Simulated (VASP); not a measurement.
# SiO2 (rutile type) (P4_2/mnm) in VASP: further runs, part 2 of 2

VASP 6.6.1.

## (3) Single point, PBE (volume scaled by 0.8)

Contents of INCAR:

```
PREC     = Accurate       # precision mode
ENCUT    = 520            # plane-wave cutoff, eV
EDIFF    = 1E-6           # SCF threshold, eV
ISMEAR   = -1             # smearing method
SIGMA    = 0.1            # smearing width, eV
LREAL    = False          # projectors in reciprocal space
LASPH    = True           # aspherical terms in the spheres
NELM     = 60             # most SCF steps
ALGO     = Normal         # electronic algorithm
ISIF     = 2              # what is computed and relaxed
LWAVE    = False          # write WAVECAR
LCHARG   = True           # write CHGCAR
GGA      = PE             # functional
LELF     = True           # ELF
LVHAR    = True         
NBANDS   = 25             # bands
```

Contents of KPOINTS:

```
regular mesh
0
Gamma
  7 7 10
```

Contents of POSCAR:

```
SiO2
1.0
    3.8971974887      0.0000000000      0.0000000000
    0.0000000000      3.8971974887      0.0000000000
    0.0000000000      0.0000000000      2.5431771890
Si O
2 4
Direct
    0.0000000000      0.0000000000      0.0000000000
    0.5000000000      0.5000000000      0.5000000000
    0.3010227828      0.3010227828      0.0000000000
    0.6989772172      0.6989772172      0.0000000000
    0.8010227828      0.1989772172      0.5000000000
    0.1989772172      0.8010227828      0.5000000000
```

Potentials or basis: VASP PAW PBE potentials, release 64 (Si, O).

Run with:

```
cat potpaw_PBE.64/Si/POTCAR potpaw_PBE.64/O/POTCAR > POTCAR
mpirun -np 1 vasp_std > vasp.out
```

OUTCAR:

```text
PREC = Accurate
   ENCUT = 520
   EDIFF = 1E-6
   ISMEAR = -1
   LREAL = False
   LASPH = True
   NELM = 60
   ISIF = 2
   GGA = PE

 ion  position               nearest neighbor table
   1  0.000  0.000  0.000-   3 1.66   4 1.66   5 1.68   6 1.68   5 1.68   6 1.68   2 3.03   2 3.03
                             2 3.03   2 3.03   2 3.03   2 3.03   2 3.03   2 3.03
   2  0.500  0.500  0.500-   5 1.66   6 1.66   3 1.68   4 1.68   3 1.68   4 1.68   1 3.03   1 3.03
                             1 3.03   1 3.03   1 3.03   1 3.03   1 3.03   1 3.03
   3  0.301  0.301  0.000-   1 1.66   2 1.68   2 1.68
   4  0.699  0.699  0.000-   1 1.66   2 1.68   2 1.68
   5  0.801  0.199  0.500-   2 1.66   1 1.68   1 1.68
   6  0.199  0.801  0.500-   2 1.66   1 1.68   1 1.68

  LATTYP: Found a simple tetragonal cell.
 ALAT       =     3.8971974887
 C/A-ratio  =     0.6525656440

  Lattice vectors:

 A1 = (   3.8971974887,   0.0000000000,   0.0000000000)
 A2 = (   0.0000000000,   3.8971974887,   0.0000000000)
 A3 = (   0.0000000000,   0.0000000000,   2.5431771890)

Analysis of symmetry for initial positions (statically):
=====================================================================
 Subroutine PRICEL returns:
 Original cell was already a primitive cell.

 Routine SETGRP: Setting up the symmetry group for a
 simple tetragonal supercell.

 Subroutine GETGRP returns: Found 16 space group operations
 (whereof  8 operations were pure point group operations)
 out of a pool of 16 trial point group operations.

The static configuration has the point symmetry D_2h.
 The point group associated with its full space group is D_4h.

Analysis of symmetry for dynamics (positions and initial velocities):
=====================================================================
 Subroutine PRICEL returns:
 Original cell was already a primitive cell.

 Routine SETGRP: Setting up the symmetry group for a
 simple tetragonal supercell.

 Subroutine GETGRP returns: Found 16 space group operations
 (whereof  8 operations were pure point group operations)
 out of a pool of 16 trial point group operations.

The dynamic configuration has the point symmetry D_2h.
 The point group associated with its full space group is D_4h.

 Subroutine INISYM returns: Found 16 space group operations
 (whereof  8 operations are pure point group operations),
 and found     1 'primitive' translations

----------------------------------------------------------------------------------------

                                     Primitive cell

  volume of cell :      38.6262

  direct lattice vectors                    reciprocal lattice vectors
     3.897197489  0.000000000  0.000000000     0.256594643  0.000000000  0.000000000
     0.000000000  3.897197489  0.000000000     0.000000000  0.256594643  0.000000000
     0.000000000  0.000000000  2.543177189     0.000000000  0.000000000  0.393208937

  length of vectors
     3.897197489  3.897197489  2.543177189     0.256594643  0.256594643  0.393208937

  position of ions in fractional coordinates (direct lattice)
     0.000000000  0.000000000  0.000000000
     0.500000000  0.500000000  0.500000000
     0.301022783  0.301022783  0.000000000
[... 40 lines left out ...]
            Coordinates               Weight
  0.000000  0.000000  0.000000      1.000000
  0.142857  0.000000  0.000000      4.000000
  0.285714  0.000000  0.000000      4.000000
  0.428571  0.000000  0.000000      4.000000
  0.142857  0.142857  0.000000      4.000000
  0.285714  0.142857  0.000000      8.000000
[... 16 lines left out ...]
  0.285714  0.000000  0.200000      8.000000
  0.428571  0.000000  0.200000      8.000000
 [... further k-points ...]
   k-points           NKPTS =     60   k-points in BZ     NKDIM =     60   number of bands    NBANDS=     25
   number of dos      NEDOS =    301   number of ions     NIONS =      6
   total plane-waves  NPLWV =  18000
   dimension x,y,z NGX =    30 NGY =   30 NGZ =   20
   dimension x,y,z NGXF=    60 NGYF=   60 NGZF=   40
   ions per type =               2   4
   NGX,Y,Z   is equivalent  to a cutoff of  12.80, 12.80, 13.07 a.u.
   NGXF,Y,Z  is equivalent  to a cutoff of  25.59, 25.59, 26.15 a.u.
 SYSTEM =  unknown system
   PREC   = accura    normal or accurate (medium, high low for compatibility)
   ISTART =      0    job   : 0-new  1-cont  2-samecut
   ICHARG =      2    charge: 1-file 2-atom 10-const
   ISPIN  =      1    spin polarized calculation?
   LNONCOLLINEAR =      F non collinear calculations
   LSORBIT =      F    spin-orbit coupling
   LASPH  =      T    aspherical Exc in radial PAW
   ENCUT  =  520.0 eV  38.22 Ry    6.18 a.u.   7.25  7.25  4.73*2*pi/ulx,y,z
   NELM   =     60;   NELMIN=  2; NELMDL= -5     # of ELM steps
   EDIFF  = 0.1E-05   stopping-criterion for ELM
   LREAL  =      F    real-space projection
   EDIFFG = 0.1E-04   stopping-criterion for IOM
   NSW    =      0    number of steps for IOM
   IBRION =     -1    ionic relax: 0-MD 1-quasi-New 2-CG
   NFREE  =      0    steps in history (QN), initial steepest desc. (CG)
   ISIF   =      2    stress and relaxation
   ISYM   =      2    0-nonsym 1-usesym 2-fastsym
   POTIM  = 0.5000    time-step for ionic-motion
   TEBEG  =    0.0;   TEEND  =   0.0 temperature during run
   PSTRESS=    0.0 pullay stress
   NELECT =      32.0000    total number of electrons
   NUPDOWN=      -1.0000    fix difference up-down
   EMIN   =  10.00;   EMAX   =-10.00  energy-range for DOS
   EFERMI =   0.00;   METHOD = LEGACY
   ISMEAR =    -1;   SIGMA  =   0.10  broadening in eV -4-tet -1-fermi 0-gaus
   EFERMI_NEDOS =   21; number of points for ismear=-14 and -15
   IALGO  =     38    algorithm
   IMIX   =      4    mixing-type and parameters
     AMIX     =   0.40;   BMIX     =  1.00
     AMIX_MAG =   1.60;   BMIX_MAG =  1.00
  volume/ion in A,a.u.               =       6.44        43.44
  Fermi-wavevector in a.u.,A,eV,Ry     =   1.537556  2.905560 32.165250  2.364079
  Thomas-Fermi vector in A             =   2.644048
   LORBIT       =      0    0 simple, 1 ext, 2 COOP (PROOUT), +10 PAW based schemes
   GGA     = PE    functional components
   LHFCALC =     F    Hartree Fock is set to
   AEXX    =    0.0000 exact exchange contribution
   IVDW    =     0    specifies the selected vdW correction
   LEPSILON=     F    determine dielectric tensor
   LRPA    =     F    only Hartree local field effects (RPA)
 non-spin polarized calculation
  energy-cutoff  :      520.00
  volume of cell :       38.63
 maximum number of plane-waves:      1052
 NGX is ok and might be reduce to    30
   NGX = 15   NGY = 15   NGZ =  9

 number of electron      32.0000018 magnetization

 Free energy of the ion-electron system (eV)
  ---------------------------------------------------
  ext. energy  EPLUGINS =         0.00000000
  ---------------------------------------------------
  free energy    TOTEN  =       -43.83345557 eV

  energy without entropy =      -43.83345557  energy(sigma->0) =      -43.83345557

 E-fermi :  13.0470     XC(G=0): -13.2917

 val. band max:       11.1321561470   @ k =   0.0000   0.0000   0.0000
 cond. band min:      18.1161316414   @ k =   0.0000   0.0000   0.0000
 fundamental gap:      6.9839754944
 Fermi energy:        13.0469685019

 k-point     1 :       0.0000    0.0000    0.0000
  band No.  band energies     occupation
      1     -13.5826      2.00000
      2      -8.9559      2.00000
      3      -8.9559      2.00000
      4      -8.2542      2.00000
      5      -1.2962      2.00000
      6       3.0018      2.00000
[... 661 lines left out ...]
     24      24.8821      0.00000
     25      26.4230      0.00000

 [... further k-points ...]

------------------------ aborting loop because EDIFF is reached ----------------------------------------

  FORCE on cell =-STRESS in cart. coord.  units (eV):
  Direction    XX          YY          ZZ          XY          YZ          ZX
  --------------------------------------------------------------------------------------
  -------------------------------------------------------------------------------------
  Total       24.1566276     24.1566276     24.3301834      0.0000000      0.0000000      0.0000000
  in kB     1001.9947319   1001.9947319   1009.1936676      0.0000000      0.0000000      0.0000000
  external PRESSURE =    1004.3943771 kB  Pullay stress =       0.0000000 kB

 VOLUME and BASIS-vectors are now :
 -----------------------------------------------------------------------------
  energy-cutoff  :      520.00
  volume of cell :       38.63
      direct lattice vectors                 reciprocal lattice vectors
     3.897197489  0.000000000  0.000000000     0.256594643  0.000000000  0.000000000
     0.000000000  3.897197489  0.000000000     0.000000000  0.256594643  0.000000000
     0.000000000  0.000000000  2.543177189     0.000000000  0.000000000  0.393208937

 POSITION                                       TOTAL-FORCE (eV/Angst)
 -----------------------------------------------------------------------------------
      0.00000      0.00000      0.00000        -0.000000     -0.000000     -0.000000
      1.94860      1.94860      1.27159        -0.000000     -0.000000     -0.000000
      1.17315      1.17315      0.00000        -0.005569     -0.005569     -0.000000
      2.72405      2.72405      0.00000         0.005569      0.005569      0.000000
      3.12174      0.77545      1.27159        -0.005569      0.005569      0.000000
      0.77545      3.12174      1.27159         0.005569     -0.005569     -0.000000
 -----------------------------------------------------------------------------------
    total drift:                               -0.000000      0.000000     -0.000000

  FREE ENERGIE OF THE ION-ELECTRON SYSTEM (eV)
  ---------------------------------------------------
  free  energy   TOTEN  =       -43.8334555683 eV

  energy  without entropy=      -43.8334555682  energy(sigma->0) =      -43.83345557
```

Run time: 20 s. Hardware: 1 thread of Intel Xeon 6975P-C (Granite Rapids), shared host; peak memory 0.17 GiB.

Results:

| Property | Result |
| --- | --- |
| Free energy | -43.8335 eV |
| Pressure | 100.4 GPa |
| Largest force | 0.008 eV/Å |
| Band gap on the k mesh | 6.98 eV, direct |

Forces in eV/Å, atoms in the order of the input:
```
Si   0.000  0.000  0.000
Si   0.000  0.000  0.000
O   -0.006 -0.006  0.000
O    0.006  0.006  0.000
O   -0.006  0.006  0.000
O    0.006 -0.006  0.000
```

 A k mesh can miss the band edges.

## (4) Single point, PBE (volume scaled by 0.88)

Contents of INCAR:

```
SYSTEM = SiO2
PREC = Accurate ; ENCUT = 520
EDIFF = 1E-7 ; ISMEAR = -1
SIGMA = 0.1 ; LREAL = .False.
LASPH = .True. ; NELM = 100
ALGO = Normal ; ISIF = 2
LWAVE = .False. ; LCHARG = .False.
GGA = PE ; NBANDS = 25
```

Contents of KPOINTS:

```
regular mesh
0
Gamma
  7 7 10
  0 0 0
```

Contents of POSCAR:

```
SiO2
1.0
    4.0315490318      0.0000000000      0.0000000000
    0.0000000000      4.0315490318      0.0000000000
    0.0000000000      0.0000000000      2.6141484158
Si O
2 4
Direct
    0.0000000000      0.0000000000      0.0000000000
    0.5000000000      0.5000000000      0.5000000000
    0.3027531603      0.3027531603      0.0000000000
    0.6972468397      0.6972468397      0.0000000000
    0.8027531603      0.1972468397      0.5000000000
    0.1972468397      0.8027531603      0.5000000000
```

Run with:

```
cat potpaw_PBE.64/Si/POTCAR potpaw_PBE.64/O/POTCAR > POTCAR
mpirun -np 1 vasp_std > vasp.out
```

Run time: 25 s. Hardware: 1 thread of Intel Xeon 6975P-C (Granite Rapids), shared host; peak memory 0.17 GiB.

The run converged. Its results:

| Item | Value |
| --- | --- |
| Free energy | -45.5651 eV |
| Pressure | 46.4 GPa |
| Largest force | 0.011 eV/Å |
| Band gap on the k mesh | 6.84 eV, direct |

Forces in eV/Å, atoms in the order of the input:
```
Si   0.000  0.000  0.000
Si   0.000  0.000  0.000
O   -0.008 -0.008  0.000
O    0.008  0.008  0.000
O   -0.008  0.008  0.000
O    0.008 -0.008  0.000
```

Stress tensor (GPa, compression positive):
```
46.21  0.00  0.00
 0.00 46.21  0.00
 0.00  0.00 46.86
```

Levels at points of the mesh, in eV from the valence-band top:
```
           k point  band 13  band 14  band 15  band 16  band 17  band 18  band 19  band 20
(0.00, 0.00, 0.00)    -2.53    -0.96    -0.96     0.00     6.84     7.15     8.97     8.97
(0.00, 0.00, 0.50)    -3.66    -3.66    -2.99    -2.99    10.34    10.34    13.50    13.50
```

## (5) Single point, PBE (volume scaled by 0.94)

Contents of INCAR:

```
SYSTEM = SiO2
PREC = Accurate ; ENCUT = 520
EDIFF = 1E-6 ; ISMEAR = -1
SIGMA = 0.1 ; LREAL = .False.
LASPH = .True. ; NELM = 60
ALGO = Normal ; ISIF = 2
LWAVE = .False. ; LCHARG = .True.
GGA = PE ; LELF = .True.
LVHAR = .True. ; NBANDS = 25
```

KPOINTS is that of step 4.

Contents of POSCAR:

```
SiO2
1.0
    4.1323008777      0.0000000000      0.0000000000
    0.0000000000      4.1323008777      0.0000000000
    0.0000000000      0.0000000000      2.6578804529
Si O
2 4
Direct
    0.0000000000      0.0000000000      0.0000000000
    0.5000000000      0.5000000000      0.5000000000
    0.3045283090      0.3045283090      0.0000000000
    0.6954716910      0.6954716910      0.0000000000
    0.8045283090      0.1954716910      0.5000000000
    0.1954716910      0.8045283090      0.5000000000
```

Run with:

```
cat potpaw_PBE.64/Si/POTCAR potpaw_PBE.64/O/POTCAR > POTCAR
mpirun -np 1 vasp_std > vasp.out
```

It took 17 s on 1 thread of Intel Xeon 6975P-C (Granite Rapids), shared host; peak memory 0.18 GiB.

It converged, with:

| Quantity | Value |
| --- | --- |
| Free energy | -46.1495 eV |
| Pressure | 19.2 GPa |
| Largest force | 0.015 eV/Å |
| Band gap on the k mesh | 5.99 eV, direct |

Forces in eV/Å, atoms in the order of the input:
```
Si   0.000  0.000  0.000
Si   0.000  0.000  0.000
O   -0.011 -0.011  0.000
O    0.011  0.011  0.000
O   -0.011  0.011  0.000
O    0.011 -0.011  0.000
```

Stress tensor (GPa, compression positive):
```
18.97  0.00  0.00
 0.00 18.97  0.00
 0.00  0.00 19.60
```

Levels at points of the mesh, in eV from the valence-band top:
```csv
k point,band 14,band 15,band 16,band 17,band 18,band 19
"(0.00, 0.00, 0.00)",-0.91,-0.91,0.00,5.99,6.72,8.58
"(0.00, 0.00, 0.50)",-3.25,-2.76,-2.76,9.43,9.43,12.86
```

 A k mesh can miss the band edges.

## (6) Single point, PBE (volume scaled by 0.94)

Contents of INCAR:

```
PREC = Accurate
ENCUT = 520
EDIFF = 1E-6
ISMEAR = -1
SIGMA = 0.1
LREAL = False
LASPH = True
NELM = 80
ALGO = Normal
ISIF = 2
LWAVE = False
LCHARG = False
GGA = PE
NBANDS = 25
```

Contents of KPOINTS:

```
regular mesh
0
Gamma
  7 7 10
```

POSCAR is that of step 5.

Potentials or basis: VASP PAW PBE potentials, release 64 (Si, O).

Run with:

```
cat potpaw_PBE.64/Si/POTCAR potpaw_PBE.64/O/POTCAR > POTCAR
mpirun -np 1 vasp_std > vasp.out
```

Run time: 17 s. Hardware: 1 thread of Intel Xeon 6975P-C (Granite Rapids), shared host; peak memory 0.18 GiB.

Results (log left out):

```
Free energy            : -46.1495 eV
Pressure               : 19.2 GPa
Largest force          : 0.015 eV/Å
Band gap on the k mesh : 5.99 eV, direct
```

Forces in eV/Å, atoms in the order of the input:
```
Si   0.000  0.000  0.000
Si   0.000  0.000  0.000
O   -0.011 -0.011  0.000
O    0.011  0.011  0.000
O   -0.011  0.011  0.000
O    0.011 -0.011  0.000
```

Stress tensor (GPa, compression positive):
```
18.97  0.00  0.00
 0.00 18.97  0.00
 0.00  0.00 19.60
```

Levels at points of the mesh, in eV from the valence-band top:
```
           k point  band 12  band 13  band 14  band 15  band 16  band 17  band 18  band 19  band 20  band 21
(0.00, 0.00, 0.00)    -3.24    -2.51    -0.91    -0.91     0.00     5.99     6.72     8.58     8.58    11.12
(0.00, 0.00, 0.50)    -4.79    -3.25    -3.25    -2.76    -2.76     9.43     9.43    12.86    12.86    13.30
```

 A k mesh can miss the band edges.

## (7) The runs side by side

| cell | gap on the mesh (eV) | pressure (GPa) | largest force (eV/Å) |
| --- | --- | --- | --- |
| a = 3.897, b = 3.897, c = 2.543 Å, 6 atoms | 6.98 | 100.4 | 0.01 |
| a = 4.032, b = 4.032, c = 2.614 Å, 6 atoms | 6.84 | 46.4 | 0.01 |
| a = 4.132, b = 4.132, c = 2.658 Å, 6 atoms | 5.99 | 19.2 | 0.01 |

Alike in all rows: task single point; level PBE; potentials or basis VASP PAW PBE potentials, release 64 (Si, O); no spin polarisation; k mesh 7 × 7 × 10; cutoff (eV) 520; smearing fermi-dirac 0.1 eV.

Total energies depend on the potentials used, so only differences within one code and one set of settings carry meaning.
